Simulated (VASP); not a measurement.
# MnS (Fm-3m) in VASP: further runs

Runs on MnS. Level: PBE. Tasks: single point.

Everything below comes from runs of VASP 6.6.1. Logs are shortened: lines on timing, memory, paths and dates and some standing lists are left out, and cuts for length are marked.

## (1) The cell of the first run

Symmetry: Fm-3m, No. 225, cubic system. Conventional cell: a = 4.629 Å, b = 4.629 Å, c = 4.629 Å, α = 90.00°, β = 90.00°, γ = 90.00°. Mn (site symmetry m-3m) has 6 S at 2.31 Å within 3.1 Å. Within 3.1 Å of S (site symmetry m-3m) lie 6 Mn at 2.31 Å.

## (2) Single point, PBE (volume scaled by 0.960)

Input file INCAR:

```
SYSTEM = MnS
  PREC = Accurate
  ENCUT = 520
  EDIFF = 1E-6
  ISMEAR = 0
  SIGMA = 0.05
  LREAL = .False.
  LASPH = .True.
  NELM = 60
  ALGO = Normal
  ISIF = 2
  LWAVE = .False.
  LCHARG = .False.
  GGA = PE
  NBANDS = 16
```

Input file KPOINTS:

```
regular mesh
0
Gamma
  12 12 12
  0 0 0
```

Input file POSCAR:

```
MnS
1.0
    0.0000000000      2.3142862816      2.3142862816
    2.3142862816      0.0000000000      2.3142862816
    2.3142862816      2.3142862816      0.0000000000
Mn S
1 1
Direct
    0.0000000000      0.0000000000      0.0000000000
    0.5000000000      0.5000000000      0.5000000000
```

Potentials or basis: VASP PAW PBE potentials, release 64 (Mn_pv, S).

Started as:

```sh
cat potpaw_PBE.64/Mn_pv/POTCAR potpaw_PBE.64/S/POTCAR > POTCAR
mpirun -np 1 vasp_std > vasp.out
```

OUTCAR:

```text
SYSTEM = MnS
   PREC = Accurate
   ENCUT = 520
   EDIFF = 1E-6
   ISMEAR = 0
   LREAL = .False.
   LASPH = .True.
   NELM = 60
   ISIF = 2
   GGA = PE

 ion  position               nearest neighbor table
   1  0.000  0.000  0.000-   2 2.31   2 2.31   2 2.31   2 2.31   2 2.31   2 2.31
   2  0.500  0.500  0.500-   1 2.31   1 2.31   1 2.31   1 2.31   1 2.31   1 2.31

  LATTYP: Found a face centered cubic cell.
 ALAT       =     4.6285725632

  Lattice vectors:

 A1 = (   0.0000000000,   2.3142862816,   2.3142862816)
 A2 = (   2.3142862816,   0.0000000000,   2.3142862816)
 A3 = (   2.3142862816,   2.3142862816,   0.0000000000)

Analysis of symmetry for initial positions (statically):
=====================================================================
 Subroutine PRICEL returns:
 Original cell was already a primitive cell.

 Routine SETGRP: Setting up the symmetry group for a
 face centered cubic supercell.

 Subroutine GETGRP returns: Found 48 space group operations
 (whereof 48 operations were pure point group operations)
 out of a pool of 48 trial point group operations.

The static configuration has the point symmetry O_h .

Analysis of symmetry for dynamics (positions and initial velocities):
=====================================================================
 Subroutine PRICEL returns:
 Original cell was already a primitive cell.

 Routine SETGRP: Setting up the symmetry group for a
 face centered cubic supercell.

 Subroutine GETGRP returns: Found 48 space group operations
 (whereof 48 operations were pure point group operations)
 out of a pool of 48 trial point group operations.

The dynamic configuration has the point symmetry O_h .

 Subroutine INISYM returns: Found 48 space group operations
 (whereof 48 operations are pure point group operations),
 and found     1 'primitive' translations

----------------------------------------------------------------------------------------

                                     Primitive cell

  volume of cell :      24.7903

  direct lattice vectors                    reciprocal lattice vectors
     0.000000000  2.314286282  2.314286282    -0.216049330  0.216049330  0.216049330
     2.314286282  0.000000000  2.314286282     0.216049330 -0.216049330  0.216049330
     2.314286282  2.314286282  0.000000000     0.216049330  0.216049330 -0.216049330

  length of vectors
     3.272895047  3.272895047  3.272895047     0.374208416  0.374208416  0.374208416

  position of ions in fractional coordinates (direct lattice)
     0.000000000  0.000000000  0.000000000
     0.500000000  0.500000000  0.500000000

[... 78 lines left out ...]
   EDIFFG = 0.1E-04   stopping-criterion for IOM
   NSW    =      0    number of steps for IOM
   IBRION =     -1    ionic relax: 0-MD 1-quasi-New 2-CG
   NFREE  =      0    steps in history (QN), initial steepest desc. (CG)
   ISIF   =      2    stress and relaxation
   ISYM   =      2    0-nonsym 1-usesym 2-fastsym
   POTIM  = 0.5000    time-step for ionic-motion
   TEBEG  =    0.0;   TEEND  =   0.0 temperature during run
   PSTRESS=    0.0 pullay stress
   NELECT =      19.0000    total number of electrons
   NUPDOWN=      -1.0000    fix difference up-down
   EMIN   =  10.00;   EMAX   =-10.00  energy-range for DOS
   EFERMI =   0.00;   METHOD = LEGACY
   ISMEAR =     0;   SIGMA  =   0.05  broadening in eV -4-tet -1-fermi 0-gaus
   EFERMI_NEDOS =   21; number of points for ismear=-14 and -15
   IALGO  =     38    algorithm
   IMIX   =      4    mixing-type and parameters
     AMIX     =   0.40;   BMIX     =  1.00
     AMIX_MAG =   1.60;   BMIX_MAG =  1.00
  volume/ion in A,a.u.               =      12.40        83.65
  Fermi-wavevector in a.u.,A,eV,Ry     =   1.498186  2.831160 30.539094  2.244560
  Thomas-Fermi vector in A             =   2.609977
   LORBIT       =      0    0 simple, 1 ext, 2 COOP (PROOUT), +10 PAW based schemes
   GGA     = PE    functional components
   LHFCALC =     F    Hartree Fock is set to
   AEXX    =    0.0000 exact exchange contribution
   IVDW    =     0    specifies the selected vdW correction
   LEPSILON=     F    determine dielectric tensor
   LRPA    =     F    only Hartree local field effects (RPA)
 non-spin polarized calculation
 Gauss-broadening in eV      SIGMA  =   0.05
  energy-cutoff  :      520.00
  volume of cell :       24.79
 maximum number of plane-waves:       692
   NGX = 13   NGY = 13   NGZ = 13

 number of electron      19.0000014 magnetization

 Free energy of the ion-electron system (eV)
  ---------------------------------------------------
  ext. energy  EPLUGINS =         0.00000000
  ---------------------------------------------------
  free energy    TOTEN  =       -12.80059823 eV

  energy without entropy =      -12.78818052  energy(sigma->0) =      -12.79438937

 E-fermi :  10.6057     XC(G=0): -12.5643

 val. band max:       10.6023682256   @ k =   0.5000   0.4167   0.0000
 cond. band min:      10.6061980636   @ k =  -0.4167   0.2500   0.0833
 fundamental gap:      0.0038298381
 Fermi energy:        10.6057301358

 k-point     1 :       0.0000    0.0000    0.0000
  band No.  band energies     occupation
      1     -37.3685      2.00000
      2     -37.3685      2.00000
      3     -37.3685      2.00000
      4      -6.2244      2.00000
      5       8.7862      2.00000
      6       8.7862      2.00000
[... 433 lines left out ...]
      3     -37.3773      2.00000
      4      -3.7435      2.00000
      5       2.2941      2.00000
      6       4.9134      2.00000
[... 8 lines left out ...]
     15      18.7999      0.00000
     16      22.0708      0.00000

 [... further k-points ...]

------------------------ aborting loop because EDIFF is reached ----------------------------------------

  FORCE on cell =-STRESS in cart. coord.  units (eV):
  Direction    XX          YY          ZZ          XY          YZ          ZX
  --------------------------------------------------------------------------------------
  -------------------------------------------------------------------------------------
  Total        1.0994315      1.0994315      1.0994315      0.0000000      0.0000000     -0.0000000
  in kB       71.0554720     71.0554720     71.0554720      0.0000000      0.0000000     -0.0000000
  external PRESSURE =      71.0554720 kB  Pullay stress =       0.0000000 kB

 VOLUME and BASIS-vectors are now :
 -----------------------------------------------------------------------------
  energy-cutoff  :      520.00
  volume of cell :       24.79
      direct lattice vectors                 reciprocal lattice vectors
     0.000000000  2.314286282  2.314286282    -0.216049330  0.216049330  0.216049330
     2.314286282  0.000000000  2.314286282     0.216049330 -0.216049330  0.216049330
     2.314286282  2.314286282  0.000000000     0.216049330  0.216049330 -0.216049330

 POSITION                                       TOTAL-FORCE (eV/Angst)
 -----------------------------------------------------------------------------------
      0.00000      0.00000      0.00000        -0.000000     -0.000000     -0.000000
      2.31429      2.31429      2.31429         0.000000      0.000000      0.000000
 -----------------------------------------------------------------------------------
    total drift:                                0.000000     -0.000000     -0.000000

  FREE ENERGIE OF THE ION-ELECTRON SYSTEM (eV)
  ---------------------------------------------------
  free  energy   TOTEN  =       -12.8005982309 eV

  energy  without entropy=      -12.7881805151  energy(sigma->0) =      -12.79438937
```

OSZICAR:

```text
N       E                     dE             d eps       ncg     rms          rms(c)
DAV:   1     0.146033453807E+03    0.14603E+03   -0.10670E+04  2320   0.133E+03
DAV:   2    -0.873555757556E+01   -0.15477E+03   -0.14949E+03  2752   0.348E+02
DAV:   3    -0.141619258618E+02   -0.54264E+01   -0.53832E+01  2648   0.703E+01
DAV:   4    -0.142195912573E+02   -0.57665E-01   -0.57654E-01  2952   0.754E+00
DAV:   5    -0.142205840468E+02   -0.99279E-03   -0.99278E-03  2664   0.986E-01    0.160E+01
DAV:   6    -0.145067492801E+02   -0.28617E+00   -0.16404E+01  2320   0.516E+01    0.133E+01
DAV:   7    -0.128273361106E+02    0.16794E+01   -0.58649E+00  2336   0.340E+01    0.567E+00
DAV:   8    -0.128029411484E+02    0.24395E-01   -0.26646E-01  2368   0.565E+00    0.789E-01
DAV:   9    -0.128005782535E+02    0.23629E-02   -0.22345E-02  2624   0.182E+00    0.334E-01
DAV:  10    -0.128006138487E+02   -0.35595E-04   -0.90735E-04  2992   0.308E-01    0.193E-01
DAV:  11    -0.128006049082E+02    0.89405E-05   -0.27112E-04  2624   0.211E-01    0.324E-02
DAV:  12    -0.128005980278E+02    0.68804E-05   -0.45058E-05  2552   0.930E-02    0.134E-02
DAV:  13    -0.128005982309E+02   -0.20310E-06   -0.22484E-06  2712   0.116E-02
   1 F= -.12800598E+02 E0= -.12794389E+02  d E =-.124177E-01
```

Wall time 14 s (1 thread of AMD EPYC 9R45 (Zen 5), shared host); peak memory 0.12 GiB.

What came out:

| Item | Value |
| --- | --- |
| Free energy | -12.8006 eV |
| Pressure | 7.1 GPa |

Levels at points of the mesh, in eV from the Fermi level:
| k point | band 7 | band 8 | band 9 | band 10 | band 11 | band 12 |
| --- | --- | --- | --- | --- | --- | --- |
| (0.00, 0.00, 0.00) | -1.82 | -1.75 | -1.75 | -1.75 | -1.64 | -1.64 |
| (0.50, 0.00, 0.00) | -5.20 | -0.35 | -0.35 | 0.17 | 3.57 | 3.57 |
| (0.50, 0.50, 0.00) | -4.06 | -3.34 | -1.00 | -0.01 | -0.01 | 0.73 |

Caveat: the cell differs from its parent crystal (volume scaled by 0.960); the run has no spin polarisation, though such a crystal can be magnetic; semilocal functionals often make such compounds metallic where correlation or magnetic order opens a gap, which also shifts bond lengths.

## (3) Single point, PBE

This run uses another cell than the first one, of 12.91 Å³/atom, 1.042 times its volume.

Input file INCAR:

```
SYSTEM = MnS
  ALGO = Normal
  EDIFF = 1E-7
  ENCUT = 520
  GGA = PE
  ISIF = 2
  ISMEAR = 0
  LASPH = .True.
  LCHARG = .False.
  LREAL = .False.
  LWAVE = .False.
  NBANDS = 16
  NELM = 60
  PREC = Accurate
  SIGMA = 0.05
```

Input file KPOINTS:

```
k-points
0
Gamma
  12 12 12
  0 0 0
```

Input file POSCAR:

```
MnS
1.0
    0.0000000000      2.3459927734      2.3459927734
    2.3459927734      0.0000000000      2.3459927734
    2.3459927734      2.3459927734      0.0000000000
Mn S
1 1
Direct
    0.0000000000      0.0000000000      0.0000000000
    0.5000000000      0.5000000000      0.5000000000
```

Potentials or basis: VASP PAW PBE potentials, release 64 (Mn_pv, S).

Started as:

```sh
cat potpaw_PBE.64/Mn_pv/POTCAR potpaw_PBE.64/S/POTCAR > POTCAR
mpirun -np 1 vasp_std > vasp.out
```

It took 25 s on 1 thread of AMD EPYC 9R45 (Zen 5), shared host; peak memory 0.14 GiB.

Results (log left out):

| Property | Result |
| --- | --- |
| Free energy | -12.8233 eV |
| Pressure | 0.1 GPa |

Levels at points of the mesh, in eV from the Fermi level:
| k point | band 6 | band 7 | band 8 | band 9 | band 10 | band 11 | band 12 | band 13 |
| --- | --- | --- | --- | --- | --- | --- | --- | --- |
| (0.00, 0.00, 0.00) | -1.76 | -1.76 | -1.68 | -1.68 | -1.68 | -1.51 | -1.51 | 5.48 |
| (0.50, 0.00, 0.00) | -5.00 | -5.00 | -0.33 | -0.33 | 0.15 | 3.35 | 3.35 | 3.69 |
| (0.50, 0.50, 0.00) | -3.96 | -3.96 | -3.09 | -0.92 | 0.00 | 0.00 | 0.67 | 3.01 |

Caveat: the run has no spin polarisation, though such a crystal can be magnetic; semilocal functionals often make such compounds metallic where correlation or magnetic order opens a gap, which also shifts bond lengths. Spin polarisation is off, so any magnetic state and its effect on volume and gap are missing.

## (4) Single point, PBE (volume scaled by 0.980)

Input file INCAR:

```
PREC = Accurate
ENCUT = 520
EDIFF = 1E-7
ISMEAR = 0
SIGMA = 0.05
LREAL = False
LASPH = True
NELM = 100
ALGO = Normal
ISIF = 2
LWAVE = False
LCHARG = True
GGA = PE
LELF = True
LVHAR = True
NBANDS = 16
```

Input file KPOINTS:

```
regular mesh
0
Gamma
  12 12 12
```

Input file POSCAR:

```
MnS
1.0
    0.0000000000      2.3302473810      2.3302473810
    2.3302473810      0.0000000000      2.3302473810
    2.3302473810      2.3302473810      0.0000000000
Mn S
1 1
Direct
    0.0000000000      0.0000000000      0.0000000000
    0.5000000000      0.5000000000      0.5000000000
```

Started as:

```sh
cat potpaw_PBE.64/Mn_pv/POTCAR potpaw_PBE.64/S/POTCAR > POTCAR
mpirun -np 1 vasp_std > vasp.out
```

Run time: 24 s. Hardware: 1 thread of AMD EPYC 9R45 (Zen 5), shared host; peak memory 0.14 GiB.

The run converged. Its results:

```yaml
Free_energy: -12.8176 eV
Pressure: 3.4 GPa
```

Levels at points of the mesh, in eV from the Fermi level:
```tsv
k point	band 5	band 6	band 7	band 8	band 9	band 10	band 11	band 12	band 13	band 14
(0.00, 0.00, 0.00)	-1.76	-1.76	-1.76	-1.75	-1.75	-1.75	-1.57	-1.57	5.72	10.53
(0.50, 0.00, 0.00)	-8.65	-5.10	-5.10	-0.34	-0.34	0.16	3.46	3.46	3.70	6.54
(0.50, 0.50, 0.00)	-7.41	-4.01	-4.01	-3.21	-0.96	0.00	0.00	0.70	3.10	7.53
```

Caveat: the cell differs from its parent crystal (volume scaled by 0.980); the run has no spin polarisation, though such a crystal can be magnetic; semilocal functionals often make such compounds metallic where correlation or magnetic order opens a gap, which also shifts bond lengths. Spin polarisation is off, so any magnetic state and its effect on volume and gap are missing.

## (5) Single point, PBE (volume scaled by 1.020)

Input file INCAR:

```
PREC = Accurate ; ENCUT = 520
EDIFF = 1E-6 ; ISMEAR = 0
SIGMA = 0.05 ; LREAL = F
LASPH = T ; NELM = 100
ALGO = Normal ; ISIF = 2
LWAVE = F ; LCHARG = T
GGA = PE ; LELF = T
LVHAR = T ; NBANDS = 16
```

Input file KPOINTS:

```
Automatic mesh
0
Gamma
  12 12 12
```

Input file POSCAR:

```
MnS
1.0
    0.0000000000      2.3615296022      2.3615296022
    2.3615296022      0.0000000000      2.3615296022
    2.3615296022      2.3615296022      0.0000000000
Mn S
1 1
Direct
    0.0000000000      0.0000000000      0.0000000000
    0.5000000000      0.5000000000      0.5000000000
```

Started as:

```sh
cat potpaw_PBE.64/Mn_pv/POTCAR potpaw_PBE.64/S/POTCAR > POTCAR
mpirun -np 1 vasp_std > vasp.out
```

It took 21 s on 1 thread of AMD EPYC 9R45 (Zen 5), shared host; peak memory 0.14 GiB.

It converged, with:

```yaml
Free_energy: -12.8191 eV
Pressure: -2.7 GPa
```

Levels at points of the mesh, in eV from the Fermi level:
```tsv
k point	band 7	band 8	band 9	band 10	band 11	band 12
(0.00, 0.00, 0.00)	-1.77	-1.61	-1.61	-1.61	-1.46	-1.46
(0.50, 0.00, 0.00)	-4.90	-0.31	-0.31	0.15	3.25	3.25
(0.50, 0.50, 0.00)	-3.91	-2.98	-0.89	0.00	0.00	0.65
```

Caveat: the cell differs from its parent crystal (volume scaled by 1.020); the run has no spin polarisation, though such a crystal can be magnetic; semilocal functionals often make such compounds metallic where correlation or magnetic order opens a gap, which also shifts bond lengths.

## (6) Overview

| cell | gap on the mesh (eV) | pressure (GPa) |
| --- | --- | --- |
| a = 3.273 Å, angles 60.0°, 2 atoms | none | 7.1 |
| a = 3.318 Å, angles 60.0°, 2 atoms | none | 0.1 |
| a = 3.295 Å, angles 60.0°, 2 atoms | none | 3.4 |
| a = 3.340 Å, angles 60.0°, 2 atoms | none | -2.7 |

Alike in all rows: task single point; level PBE; potentials or basis VASP PAW PBE potentials, release 64 (Mn_pv, S); no spin polarisation; k mesh 12 × 12 × 12; cutoff (eV) 520; smearing gaussian 0.05 eV.

Caveats: the run has no spin polarisation, though such a crystal can be magnetic; semilocal functionals often make such compounds metallic where correlation or magnetic order opens a gap, which also shifts bond lengths.

Absolute energies hang on the potentials; compare differences alone.
